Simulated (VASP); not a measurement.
Set up this calculation in VASP 6.6.1, as the native input.

- Task: relaxation of cell and atoms
- Functional: r2SCAN
- Dispersion: rVV10
- Potentials or basis: VASP PAW PBE potentials, release 64 (Sn_d, H)
- Cutoff: 600 eV
- k mesh: 8 × 8 × 8
- Occupations: fermi-dirac, width 0.03 eV
- Spin: no spin polarisation
- Dipole correction: no
- Further INCAR settings: ALGO = Normal; EDIFF = 1e-07; IBRION = 2; EDIFFG = -0.01; NSW = 100; ISIF = 3

The system is SnH2.

```xyz
3
Lattice="0.0000 2.6347 2.6347 2.6347 0.0000 2.6347 2.6347 2.6347 0.0000" Properties=species:S:1:pos:R:3 pbc="T T T"
Sn    0.0000    0.0000    0.0000
H     1.3174    1.3174    1.3174
H     3.9521    3.9521    3.9521
```

One way to write it, as run:

POSCAR

```
SnH2
1.0
    0.0000000000      2.6347269432      2.6347269432
    2.6347269432      0.0000000000      2.6347269432
    2.6347269432      2.6347269432      0.0000000000
Sn H
1 2
Direct
    0.0000000000      0.0000000000      0.0000000000
    0.2500000000      0.2500000000      0.2500000000
    0.7500000000      0.7500000000      0.7500000000
```

INCAR.step1

```
PREC     = Accurate       # precision mode
ENCUT    = 600            # plane-wave cutoff, eV
ISMEAR   = -1             # smearing method
SIGMA    = 0.03           # smearing width, eV
LREAL    = F              # projectors in reciprocal space
LASPH    = T              # aspherical terms in the spheres
NELM     = 80             # most SCF steps
GGA      = PE             # functional
ALGO     = Normal         # electronic algorithm
EDIFF    = 1E-4           # SCF threshold, eV
LWAVE    = T              # write WAVECAR
LCHARG   = F              # write CHGCAR
```

INCAR.step2

```
PREC     = Accurate       # precision mode
ENCUT    = 600            # plane-wave cutoff, eV
EDIFF    = 1E-7           # SCF threshold, eV
ISMEAR   = -1             # smearing method
SIGMA    = 0.03           # smearing width, eV
LREAL    = F              # projectors in reciprocal space
LASPH    = T              # aspherical terms in the spheres
NELM     = 80             # most SCF steps
ALGO     = Normal         # electronic algorithm
ISIF     = 3              # what is computed and relaxed
LWAVE    = F              # write WAVECAR
LCHARG   = F              # write CHGCAR
METAGGA  = R2SCAN         # meta-GGA
LMIXTAU  = T            
LUSE_VDW = T            
IVDW_NL  = 2            
BPARAM   = 11.95        
CPARAM   = 0.0093       
IBRION   = 2              # ionic algorithm
NSW      = 100            # ionic steps
EDIFFG   = -0.01          # ionic threshold
ISTART   = 1
```

KPOINTS

```
Automatic mesh
0
Gamma
  8 8 8
```

Potentials or basis: VASP PAW PBE potentials, release 64 (Sn_d, H).

Run with:

```sh
$ cat potpaw_PBE.64/Sn_d/POTCAR potpaw_PBE.64/H/POTCAR > POTCAR
$ cp INCAR.step1 INCAR
$ mpirun -np 1 vasp_std > vasp.out
$ cp INCAR.step2 INCAR
$ mpirun -np 1 vasp_std > vasp.out
```

It gave:

The relaxed volume is 12.34 Å³/atom, the relaxed cell is a = 3.741 Å, b = 3.741 Å, c = 3.741 Å, α = 60.00°, β = 60.00°, γ = 60.00° and the space group after relaxing (to 0.1 Å) is Fm-3m (No. 225). The energy gained by relaxing is 0.4 meV/atom and the ionic steps are 3. The pressure after relaxing is 0.0 GPa and the band gap on the k mesh is zero (bands 8 and 9 overlap by 5.79 eV).

Caveat: the structure was generated, so it needn't be the stable form of SnH2; the PAW data sets were made with another functional, which shifts forces and pressure a little; spin-orbit coupling is left out, which moves the levels of the heavy elements.

It took 6.6 min on 1 thread of Intel(R) Xeon(R) Platinum 8375C CPU @ 2.90GHz (Ice Lake), on a shared host, peak memory 0.28 GiB.
